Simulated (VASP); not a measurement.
# Sn (I4_1/amd) in VASP: notebook, part 2 of 2

VASP 6.6.1. The steps go on from the part before.

**3. Single point, PBE**

The input, INCAR:

```
ALGO = Normal ; EDIFF = 1E-6
ENCUT = 520 ; GGA = PE
ISIF = 2 ; ISMEAR = 0
LASPH = True ; LCHARG = True
LELF = True ; LREAL = False
LVHAR = True ; LWAVE = False
NBANDS = 21 ; NELM = 80
PREC = Accurate ; SIGMA = 0.026000000000000002
```

The input, KPOINTS:

```
k-points
0
Gamma
  9 9 9
```

The input, POSCAR:

```
Sn
1.0
   -2.9401404553      2.9401404553      1.5993019889
    2.9401404553     -2.9401404553      1.5993019889
    2.9401404553      2.9401404553     -1.5993019889
Sn
2
Direct
    0.0000000000      0.0000000000      0.0000000000
    0.7500000000      0.2500000000      0.5000000000
```

Potentials or basis: VASP PAW PBE potentials, release 64 (Sn_d).

Started as:

```bash
$ cat potpaw_PBE.64/Sn_d/POTCAR > POTCAR
$ mpirun -np 1 vasp_std > vasp.out
```

OUTCAR:

```text
EDIFF = 1E-6
   ENCUT = 520
   GGA = PE
   ISIF = 2
   ISMEAR = 0
   LASPH = True
   LREAL = False
   NELM = 80
   PREC = Accurate

 ion  position               nearest neighbor table
   1  0.000  0.000  0.000-   2 3.05   2 3.05   2 3.05   2 3.05
   2  0.750  0.250  0.500-   1 3.05   1 3.05   1 3.05   1 3.05

  LATTYP: Found a body centered tetragonal cell.
 ALAT       =     5.8802809106
 C/A-ratio  =     0.5439542815

  Lattice vectors:

 A1 = (  -2.9401404553,   2.9401404553,   1.5993019889)
 A2 = (   2.9401404553,  -2.9401404553,   1.5993019889)
 A3 = (   2.9401404553,   2.9401404553,  -1.5993019889)

Analysis of symmetry for initial positions (statically):
=====================================================================
 Subroutine PRICEL returns:
 Original cell was already a primitive cell.

 Routine SETGRP: Setting up the symmetry group for a
 body centered tetragonal supercell.

 Subroutine GETGRP returns: Found 16 space group operations
 (whereof  8 operations were pure point group operations)
 out of a pool of 16 trial point group operations.

The static configuration has the point symmetry D_2d.
 The point group associated with its full space group is D_4h.

Analysis of symmetry for dynamics (positions and initial velocities):
=====================================================================
 Subroutine PRICEL returns:
 Original cell was already a primitive cell.

 Routine SETGRP: Setting up the symmetry group for a
 body centered tetragonal supercell.

 Subroutine GETGRP returns: Found 16 space group operations
 (whereof  8 operations were pure point group operations)
 out of a pool of 16 trial point group operations.

The dynamic configuration has the point symmetry D_2d.
 The point group associated with its full space group is D_4h.

 Subroutine INISYM returns: Found 16 space group operations
 (whereof  8 operations are pure point group operations),
 and found     1 'primitive' translations

----------------------------------------------------------------------------------------

                                     Primitive cell

  volume of cell :      55.3002

  direct lattice vectors                    reciprocal lattice vectors
    -2.940140455  2.940140455  1.599301989     0.000000000  0.170059903  0.312636390
     2.940140455 -2.940140455  1.599301989     0.170059903  0.000000000  0.312636390
     2.940140455  2.940140455 -1.599301989     0.170059903  0.170059903  0.000000000

  length of vectors
     4.454954393  4.454954393  4.454954393     0.355895888  0.355895888  0.240501021

  position of ions in fractional coordinates (direct lattice)
     0.000000000  0.000000000  0.000000000
     0.750000000  0.250000000  0.500000000

  ion indices of the primitive-cell ions
   primitive index   ion index
                 1           1
                 2           2

----------------------------------------------------------------------------------------

 KPOINTS: k-points

Automatic generation of k-mesh.
 Grid dimensions read from file:
 generate k-points for:    9    9    9

 Generating k-lattice:

  Cartesian coordinates                     Fractional coordinates (reciprocal lattice)
     0.000000000  0.018895545  0.034737377     0.111111111 -0.000000000  0.000000000
     0.018895545  0.000000000  0.034737377    -0.000000000  0.111111111  0.000000000
     0.018895545  0.018895545  0.000000000     0.000000000  0.000000000  0.111111111

  Length of vectors
     0.039543988  0.039543988  0.026722336

  Shift w.r.t. Gamma in fractional coordinates (k-lattice)
     0.000000000  0.000000000  0.000000000

 Subroutine IBZKPT returns following result:
 ===========================================

 Found     75 irreducible k-points:

 Following reciprocal coordinates:
            Coordinates               Weight
  0.000000  0.000000  0.000000      1.000000
  0.111111 -0.000000  0.000000      8.000000
  0.222222 -0.000000  0.000000      8.000000
  0.333333 -0.000000  0.000000      8.000000
  0.444444 -0.000000  0.000000      8.000000
  0.111111  0.111111  0.000000      8.000000
[... 16 lines left out ...]
 -0.333333  0.333333  0.000000      4.000000
  0.444444  0.444444 -0.000000      8.000000
 [... further k-points ...]
   k-points           NKPTS =     75   k-points in BZ     NKDIM =     75   number of bands    NBANDS=     21
   number of dos      NEDOS =    301   number of ions     NIONS =      2
   total plane-waves  NPLWV =  46656
   dimension x,y,z NGX =    36 NGY =   36 NGZ =   36
   dimension x,y,z NGXF=    72 NGYF=   72 NGZF=   72
   ions per type =               2
   NGX,Y,Z   is equivalent  to a cutoff of  13.43, 13.43, 13.43 a.u.
   NGXF,Y,Z  is equivalent  to a cutoff of  26.87, 26.87, 26.87 a.u.
 SYSTEM =  unknown system
   PREC   = accura    normal or accurate (medium, high low for compatibility)
   ISTART =      0    job   : 0-new  1-cont  2-samecut
   ICHARG =      2    charge: 1-file 2-atom 10-const
   ISPIN  =      1    spin polarized calculation?
   LNONCOLLINEAR =      F non collinear calculations
   LSORBIT =      F    spin-orbit coupling
   LASPH  =      T    aspherical Exc in radial PAW
   ENCUT  =  520.0 eV  38.22 Ry    6.18 a.u.   8.28  8.28  8.28*2*pi/ulx,y,z
   NELM   =     80;   NELMIN=  2; NELMDL= -5     # of ELM steps
   EDIFF  = 0.1E-05   stopping-criterion for ELM
   LREAL  =      F    real-space projection
[... 7 lines left out ...]
   TEBEG  =    0.0;   TEEND  =   0.0 temperature during run
   PSTRESS=    0.0 pullay stress
   NELECT =      28.0000    total number of electrons
   NUPDOWN=      -1.0000    fix difference up-down
   EMIN   =  10.00;   EMAX   =-10.00  energy-range for DOS
   EFERMI =   0.00;   METHOD = LEGACY
   ISMEAR =     0;   SIGMA  =   0.03  broadening in eV -4-tet -1-fermi 0-gaus
   EFERMI_NEDOS =   21; number of points for ismear=-14 and -15
   IALGO  =     38    algorithm
   IMIX   =      4    mixing-type and parameters
     AMIX     =   0.40;   BMIX     =  1.00
     AMIX_MAG =   1.60;   BMIX_MAG =  1.00
  volume/ion in A,a.u.               =      27.65       186.59
  Fermi-wavevector in a.u.,A,eV,Ry     =   1.304824  2.465760 23.164816  1.702566
  Thomas-Fermi vector in A             =   2.435734
   LORBIT       =      0    0 simple, 1 ext, 2 COOP (PROOUT), +10 PAW based schemes
   GGA     = PE    functional components
   LHFCALC =     F    Hartree Fock is set to
   AEXX    =    0.0000 exact exchange contribution
   IVDW    =     0    specifies the selected vdW correction
   LEPSILON=     F    determine dielectric tensor
   LRPA    =     F    only Hartree local field effects (RPA)
 non-spin polarized calculation
 Gauss-broadening in eV      SIGMA  =   0.03
  energy-cutoff  :      520.00
  volume of cell :       55.30
 maximum number of plane-waves:      1507
 NGX is ok and might be reduce to    36
   NGX = 17   NGY = 17   NGZ = 17

 number of electron      27.9999989 magnetization

 Free energy of the ion-electron system (eV)
  ---------------------------------------------------
  ext. energy  EPLUGINS =         0.00000000
  ---------------------------------------------------
  free energy    TOTEN  =        -7.59724149 eV

  energy without entropy =       -7.59670679  energy(sigma->0) =       -7.59697414

 E-fermi :   7.7532     XC(G=0): -10.2172

 val. band max:        7.7389003094   @ k =   0.4444   0.3333   0.0000
 cond. band min:       7.7579339163   @ k =  -0.2222  -0.2222   0.1111
 fundamental gap:      0.0190336068
 Fermi energy:         7.7532187196

 k-point     1 :       0.0000    0.0000    0.0000
  band No.  band energies     occupation
      1     -13.8842      2.00000
      2     -13.8068      2.00000
      3     -13.7639      2.00000
      4     -13.7543      2.00000
      5     -13.6126      2.00000
      6     -13.6126      2.00000
[... 13 lines left out ...]
     20      17.4945      0.00000
     21      18.1658      0.00000

 k-point     2 :       0.1111   -0.0000    0.0000
  band No.  band energies     occupation
      1     -13.8769      2.00000
      2     -13.7838      2.00000
      3     -13.7557      2.00000
      4     -13.7280      2.00000
      5     -13.6280      2.00000
      6     -13.6242      2.00000
[... 13 lines left out ...]
     20      16.6258      0.00000
     21      16.7204      0.00000
[... 487 lines left out ...]
      5     -13.6599      2.00000
      6     -13.5964      2.00000
[... 13 lines left out ...]
     20      17.3969      0.00000
     21      17.4819      0.00000

 k-point    24 :       0.4444    0.4444   -0.0000
  band No.  band energies     occupation
      1     -13.7892      2.00000
      2     -13.7887      2.00000
      3     -13.7314      2.00000
      4     -13.7296      2.00000
      5     -13.6406      2.00000
      6     -13.6340      2.00000
[... 13 lines left out ...]
     20      18.4363      0.00000
     21      18.9035      0.00000

 [... further k-points ...]
[... 5 lines left out ...]
  --------------------------------------------------------------------------------------
  -------------------------------------------------------------------------------------
  Total        0.5083234      0.5083234      0.4070287      0.0000000      0.0000000      0.0000000
  in kB       14.7273323     14.7273323     11.7925836      0.0000000      0.0000000      0.0000000
  external PRESSURE =      13.7490827 kB  Pullay stress =       0.0000000 kB

 VOLUME and BASIS-vectors are now :
 -----------------------------------------------------------------------------
  energy-cutoff  :      520.00
  volume of cell :       55.30
      direct lattice vectors                 reciprocal lattice vectors
    -2.940140455  2.940140455  1.599301989     0.000000000  0.170059903  0.312636390
     2.940140455 -2.940140455  1.599301989     0.170059903  0.000000000  0.312636390
     2.940140455  2.940140455 -1.599301989     0.170059903  0.170059903  0.000000000

 POSITION                                       TOTAL-FORCE (eV/Angst)
 -----------------------------------------------------------------------------------
      0.00000      0.00000      0.00000        -0.000000     -0.000000      0.000000
      0.00000      2.94014      0.79965         0.000000      0.000000     -0.000000
 -----------------------------------------------------------------------------------
    total drift:                               -0.000000      0.000000     -0.000000

  FREE ENERGIE OF THE ION-ELECTRON SYSTEM (eV)
  ---------------------------------------------------
  free  energy   TOTEN  =        -7.5972414888 eV

  energy  without entropy=       -7.5967067907  energy(sigma->0) =       -7.59697414
```

OSZICAR:

```text
N       E                     dE             d eps       ncg     rms          rms(c)
DAV:   1     0.223128317613E+03    0.22313E+03   -0.14373E+04  3190   0.205E+03
DAV:   2     0.155973681539E+02   -0.20753E+03   -0.20312E+03  3165   0.457E+02
DAV:   3    -0.688708217444E+01   -0.22484E+02   -0.22339E+02  3680   0.135E+02
DAV:   4    -0.758701972132E+01   -0.69994E+00   -0.69954E+00  3575   0.263E+01
DAV:   5    -0.761571075499E+01   -0.28691E-01   -0.28690E-01  4471   0.503E+00    0.230E+00
DAV:   6    -0.760074100302E+01    0.14970E-01   -0.31078E-02  4279   0.245E+00    0.129E+00
DAV:   7    -0.759727338523E+01    0.34676E-02   -0.18136E-02  4275   0.189E+00    0.163E-01
DAV:   8    -0.759723531489E+01    0.38070E-04   -0.19946E-03  3924   0.584E-01    0.370E-02
DAV:   9    -0.759724212877E+01   -0.68139E-05   -0.61989E-05  4240   0.720E-02    0.119E-02
DAV:  10    -0.759724148879E+01    0.63998E-06   -0.69238E-06  3826   0.340E-02
   1 F= -.75972415E+01 E0= -.75969741E+01  d E =-.534698E-03
```

stdout:

```text
POSCAR found type information on POSCAR Sn
 POSCAR found :  1 types and       2 ions
 scaLAPACK will be used
 LDA part: xc-table for (Slater+PW92), standard interpolation
 POSCAR, INCAR and KPOINTS ok, starting setup
 FFT: planning ... GRIDC
 FFT: planning ... GRID_SOFT
 FFT: planning ... GRID
 WAVECAR not read
 entering main loop
```

Wall time 33 s (1 thread of Intel Xeon 6975P-C (Granite Rapids), shared host); peak memory 0.23 GiB.

Results:

```
Free energy            : -7.5972 eV
Pressure               : 1.4 GPa
Band gap on the k mesh : zero (band 14 reaches 8.97 eV, above the bottom of band 15 at 5.01 eV)
```

Stress tensor (GPa, compression positive):
```
1.47 0.00 0.00
0.00 1.47 0.00
0.00 0.00 1.18
```

Caveat: spin-orbit coupling is left out, which moves the levels of the heavy elements.
